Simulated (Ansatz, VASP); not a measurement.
# One calculation of PbS, two programs

Contents of POSCAR:

```
PbS
1.0
    6.1938157515      0.0000000000      0.0000000000
    0.0000000000      3.0872856044      2.9685438740
    0.0000000000     -3.0872856044      2.9685438740
Pb S
2 2
Direct
    0.7317779708      0.2605081385      0.7605081385
    0.2682220292      0.7605081385      0.2605081385
    0.7221974922      0.7604918615      0.2604918615
    0.2778025078      0.2604918615      0.7604918615
```

The input INCAR.step1:

```
  PREC = Accurate
  ENCUT = 520
  ISMEAR = 0
  SIGMA = 0.01
  LREAL = False
  LASPH = True
  NELM = 60
  NBANDS = 28
  GGA = PE
  ALGO = Normal
  EDIFF = 1E-4
  LWAVE = True
  LCHARG = False
```

Contents of INCAR.step2:

```
  PREC = Accurate
  ENCUT = 520
  EDIFF = 1E-6
  ISMEAR = 0
  SIGMA = 0.01
  LREAL = False
  LASPH = True
  NELM = 60
  ALGO = Normal
  ISIF = 2
  LWAVE = False
  LCHARG = True
  METAGGA = R2SCAN
  LMIXTAU = True
  LELF = True
  LVHAR = True
  NBANDS = 28
  ISTART = 1
```

File KPOINTS:

```
Automatic mesh
0
Gamma
  4 6 6
```

Input for Ansatz:

```yaml
crystal:
  lattice:
    - [6.1938157515, 0.0, 0.0]
    - [0.0, 3.0872856044, 2.968543874]
    - [0.0, -3.0872856044, 2.968543874]
  atoms:
    - { symbol: Pb, position: [0.7317779708, 0.2605081385, 0.7605081385] }
    - { symbol: Pb, position: [0.2682220292, 0.7605081385, 0.2605081385] }
    - { symbol: S, position: [0.7221974922, 0.7604918615, 0.2604918615] }
    - { symbol: S, position: [0.2778025078, 0.2604918615, 0.7604918615] }
kpoints:
  mp_grid: { grid: [4, 6, 6] }
  band_path:
    path:
      - [0.0, 0.0, 0.0]
      - [0.0, 0.0, 0.5]
      - [0.0, 0.5, 0.500000004]
      - [0.5, 0.0, 0.0]
      - [0.5, 0.0, 0.5]
      - [0.5, 0.5, 0.500000004]
      - [-0.5, 0.002604, 0.455729]
      - [-0.5, 0.002604, 0.451823]
    npoints: 1
hamiltonian:
  xc: r2scan
scf:
  occupations: { method: fixed }
  n_extra_bands: 5
output:
  forces: true
  stress: true
  eigenvalues: true
```

Change from the starting cell: biaxial_xy strain +4.0%.

Alike in both runs: task single point; functional r2SCAN; k mesh 4 × 6 × 6; no spin polarisation.

|  | VASP | Ansatz |
| --- | --- | --- |
| version | VASP 6.6.1 | Ansatz 0.2.0 |
| potentials or method | VASP PAW PBE potentials, release 64 (Pb_d, S) | plane waves, PAW |
| plane-wave cutoff (eV) | 520 | 500 |
| occupations | gaussian, width 0.01 eV | fixed |
| valence electrons in the cell | 40 | 40 |

VASP gave:

- gap on the k mesh at the Fermi level (eV): 1.33
- pressure (GPa): -1.8
- traceless stress, the component that is largest in VASP (GPa): 1.92
- rms of the force components (eV/Å): 0.004

Question: What did Ansatz give for the same quantities?

Answer: gap on the k mesh at the Fermi level (eV): 1.32; pressure (GPa): -1.8; traceless stress, the component that is largest in VASP (GPa): 1.91; rms of the force components (eV/Å): 0.008.

VASP's potentials were made for PBE, not for r2SCAN. Atom by atom the forces differ by 0.005 eV/Å (rms over components).

Spin-orbit coupling is off throughout.
